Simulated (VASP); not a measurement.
Here is a VASP 6.6.1 calculation.

File INCAR:

```
PREC = Accurate
ENCUT = 520
EDIFF = 1E-6
ISMEAR = -1
SIGMA = 0.03
LREAL = False
LASPH = True
NELM = 100
ALGO = Normal
ISIF = 2
LWAVE = False
LCHARG = True
GGA = PE
LELF = True
LVHAR = True
NBANDS = 12
```

The input KPOINTS:

```
regular mesh
0
Gamma
  11 11 14
```

POSCAR

```
In
1.0
   -1.6482197047      1.6973406184      2.5249789927
    1.6973406184     -1.6482197047      2.5249789927
    1.6043570008      1.6043570008     -2.4927016059
In
1
Direct
    0.0000000000      0.0000000000      0.0000000000
```

Potentials or basis: VASP PAW PBE potentials, release 64 (In_d).

Run with:

```bash
$ cat potpaw_PBE.64/In_d/POTCAR > POTCAR
$ mpirun -np 1 vasp_std > vasp.out
```

(1) Predict the band gap on the k mesh.

(2) Estimate the pressure.

Results:

(1) zero (an odd number of electrons rules out a gap without spin polarisation).

(2) 0.0 GPa.

Caveat: spin-orbit coupling is left out, which moves the levels of the heavy elements.
